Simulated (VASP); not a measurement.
**MgS (Niningerite): single point with r2SCAN**

The system is MgS (Niningerite).

```
Mg S
1.0
     0.00000    2.60152    2.60152
     2.60152    0.00000    2.60152
     2.60152    2.60152    0.00000
Mg S
1 1
Cartesian
  0.0000 0.0000 0.0000
  2.6015 2.6015 2.6015
```

* Program: VASP 6.6.1
* Task: single point
* Functional: r2SCAN
* Potentials or basis: VASP PAW PBE potentials, release 64 (Mg, S)
* Cutoff: 520 eV
* k mesh: 8 × 8 × 8
* Occupations: gaussian, width 0.01 eV
* Spin: no spin polarisation

```yaml
Pressure: -0.5 GPa
Band_gap_on_the_k_mesh: 3.43 eV, indirect (least direct gap 4.62 eV)
```

Levels at points of the mesh, in eV from the valence-band top:
| k point | band 1 | band 2 | band 3 | band 4 | band 5 | band 6 | band 7 | band 8 | band 9 |
| --- | --- | --- | --- | --- | --- | --- | --- | --- | --- |
| (0.00, 0.00, 0.00) | -13.18 | 0.00 | 0.00 | 0.00 | 4.62 | 8.53 | 8.53 | 8.53 | 10.94 |
| (0.50, 0.00, 0.00) | -11.85 | -4.88 | -0.62 | -0.62 | 5.22 | 7.50 | 7.50 | 11.24 | 13.23 |
| (0.50, 0.50, 0.00) | -11.47 | -4.27 | -1.73 | -1.73 | 3.43 | 4.93 | 13.14 | 13.49 | 14.54 |

Wall time 32 s on 1 thread of Intel(R) Xeon(R) 6975P-C (Granite Rapids) (shared host), peak memory 0.16 GiB.

Caveat: the PAW data sets were made with another functional, which shifts forces and pressure a little. A k mesh can miss the band edges.
